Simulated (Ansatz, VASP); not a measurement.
# NiGe in VASP and in Ansatz

```
Ni Ge
1.0
     2.93526    0.00000    0.00000
     0.00000    2.93526    0.00000
     0.00000    0.00000    2.93526
Ni Ge
1 1
Direct
  0.50000 0.50000 0.50000
  0.00000 0.00000 0.00000
```

Alike in both runs: functional r2SCAN; k mesh 18 × 18 × 18; occupations gaussian, width 0.1 eV; no spin polarisation.

Ansatz relaxed the structure, and its values are those at the end. VASP's run is a single point on that final structure, the one shown.

```csv
,VASP,Ansatz
version,VASP 6.6.1,Ansatz 0.2.0
potentials or method,"VASP PAW PBE potentials, release 64 (Ni, Ge_d), cutoff 520 eV","scalar-relativistic, plane waves, PAW"
valence electrons in the cell,24,32
```

```tsv
	VASP	Ansatz	Ansatz less VASP
gap on the k mesh at the Fermi level (eV)	none	none	-
pressure (GPa)	0.0	0.0	+0.03
```

VASP's potentials were made for PBE, not for r2SCAN. A gap of «none» marks a metal or a gap that the smearing closes. VASP's potentials hold 24 valence electrons a cell and Ansatz's 32, so a difference there can come from the potentials and not from the codes.
